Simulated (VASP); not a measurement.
**CdS (Hawleyite): vibrations by perturbation theory with PBE**

The system is CdS (Hawleyite).

```
Cd S
1.0
     0.00000    2.91650    2.91650
     2.91650    0.00000    2.91650
     2.91650    2.91650    0.00000
Cd S
1 1
Cartesian
  0.0000 0.0000 0.0000
  4.3748 4.3748 4.3748
```

```yaml
Program: VASP 6.6.1
Task: vibrations by perturbation theory
Functional: PBE
Potentials_or_basis: VASP PAW PBE potentials, release 64 (Cd, S)
Cutoff: 520 eV
k_mesh: 6 × 6 × 6
Occupations: gaussian, width 0.01 eV
Spin: no spin polarisation
Dipole_correction: no
Further_INCAR_settings: ALGO = Normal; EDIFF = 1e-08; NBANDS = 16; IBRION = 8; NSW = 1
```

```
Electronic dielectric tensor (diagonal)                 : 7.31
Born charges (mean of the diagonal)                     : Cd +2.27; S -2.27 e
Highest phonon frequency at Γ, LO-TO splitting left out : 239 cm⁻¹
```

Phonon frequencies in cm⁻¹ (negative: imaginary):
```
              q point        frequencies
(0.000, 0.000, 0.000)  0 0 0 239 239 239
```

Electronic dielectric tensor:
```
7.31 0.00 0.00
0.00 7.31 0.00
0.00 0.00 7.31
```

Born effective charge tensors (e):
atom 1, Cd
```
2.27 0.00 0.00
0.00 2.27 0.00
0.00 0.00 2.27
```
atom 2, S
```
-2.27  0.00  0.00
 0.00 -2.27  0.00
 0.00  0.00 -2.27
```

Wall time 2.6 min on 1 thread of Intel(R) Xeon(R) Platinum 8559C (Emerald Rapids) (shared host), peak memory 0.26 GiB.

Caveat: the cell wasn't relaxed at this level first, which shifts response properties.
